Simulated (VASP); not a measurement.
Runs of VASP 6.6.1 on AlN. The structure is that of space group P6_3/mmc (No. 194), or close to it. The cells are those of the table. 

| level | cell | k mesh | gap on the mesh (eV) | pressure (GPa) |
| --- | --- | --- | --- | --- |
| r2SCAN | a = 3.292, b = 3.292, c = 4.137 Å, angles 90.0, 90.0, 120.0°, 4 atoms | 9 × 9 × 6 | 4.06 | -0.6 |
| PBE | a = 3.347, b = 3.347, c = 4.228 Å, angles 90.0, 90.0, 120.0°, 4 atoms | 9 × 9 × 6 | (a) | -6.0 |
| r2SCAN | a = 3.225, b = 3.225, c = 4.053 Å, angles 90.0, 90.0, 120.0°, 4 atoms | 9 × 9 × 6 | 4.54 | 15.3 |
| r2SCAN | a = 3.259, b = 3.259, c = 4.095 Å, angles 90.0, 90.0, 120.0°, 4 atoms | 9 × 9 × 6 | (c) | 6.8 |
| PBE | a = 3.281, b = 3.281, c = 4.144 Å, angles 90.0, 90.0, 120.0°, 4 atoms | 9 × 9 × 6 | 3.49 | 6.4 |
| r2SCAN | a = 3.357, b = 3.357, c = 4.218 Å, angles 90.0, 90.0, 120.0°, 4 atoms | 9 × 9 × 6 | 3.61 | -12.3 |
| r2SCAN | a = 3.292, b = 3.292, c = 4.137 Å, angles 90.0, 90.0, 120.0°, 4 atoms | 12 × 12 × 6 | 4.06 | -0.6 |
| PBE | a = 3.379, b = 3.379, c = 4.268 Å, angles 90.0, 90.0, 120.0°, 4 atoms | 9 × 9 × 6 | (b) | (d) |

Alike in all rows: task single point; potentials or basis VASP PAW PBE potentials, release 64 (Al, N); no spin polarisation; cutoff (eV) 520; smearing gaussian 0.01 eV.

Q: Estimate the missing entries.

A: (a) 3.04; (b) 2.82; (c) 4.30; (d) -11.0.

Caveats: the PAW data sets were made with another functional, which shifts forces and pressure a little (some runs).

A k mesh can miss the band edges.
